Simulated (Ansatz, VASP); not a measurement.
## Mo: VASP beside Ansatz

File INCAR:

```
  ALGO = Fast
  EDIFF = 1E-6
  ENCUT = 520
  GGA = PE
  ISIF = 2
  ISMEAR = 0
  LASPH = True
  LCHARG = True
  LELF = True
  LREAL = False
  LVHAR = True
  LWAVE = False
  NBANDS = 13
  NELM = 80
  PREC = Accurate
  SIGMA = 0.15
```

File KPOINTS:

```
k-points
0
Gamma
  20 20 20
```

Contents of POSCAR:

```
Mo
1.0
   -1.4801261171      1.7961729045      1.4644027894
    1.4801261171     -1.7961729045      1.4644027894
    1.4801261171      1.7961729045     -1.4644027894
Mo
1
Direct
    0.0000000000      0.0000000000      0.0000000000
```

Input for Ansatz:

```yaml
crystal:
  lattice:
    - [-1.4801261171, 1.7961729045, 1.4644027894]
    - [1.4801261171, -1.7961729045, 1.4644027894]
    - [1.4801261171, 1.7961729045, -1.4644027894]
  atoms:
    - { symbol: Mo, position: [0.0, 0.0, 0.0] }
basis:
  ecutwfc: 420
kpoints:
  mp_grid: { grid: [20, 20, 20] }
hamiltonian:
  xc: pbe
  pseudopotentials: { kind: paw, azcp: { folder: soft_1 } }
scf:
  occupations: { method: gaussian, width: 0.15 }
output:
  forces: true
  stress: true
  eigenvalues: true
```

Change from the starting cell: strain +e along x and -e along y -0.1000, strain +e along z and -e/2 along x and y -0.0733.

Alike in both runs: task single point; functional PBE; k mesh 20 × 20 × 20; occupations gaussian, width 0.15 eV; no spin polarisation.

|  | VASP | Ansatz |
| --- | --- | --- |
| version | VASP 6.6.1 | Ansatz 0.2.0 |
| potentials or method | VASP PAW PBE potentials, release 64 (Mo_sv), cutoff 520 eV | scalar-relativistic, plane waves, PAW |
| valence electrons in the cell | 14 | 14 |

Ansatz gave:

| Item | Value |
| --- | --- |
| gap on the k mesh at the Fermi level (eV) | none |
| pressure (GPa) | 7.1 |
| traceless stress, the component that is largest in VASP (GPa) | -18.60 |

Problem. Which values does VASP return?

Solution. gap on the k mesh at the Fermi level (eV): none; pressure (GPa): 7.7; traceless stress, the component that is largest in VASP (GPa): -18.60.

A gap of «none» marks a metal or a gap that the smearing closes. The functional is the same, so the differences come from potentials, cutoffs and numerics.
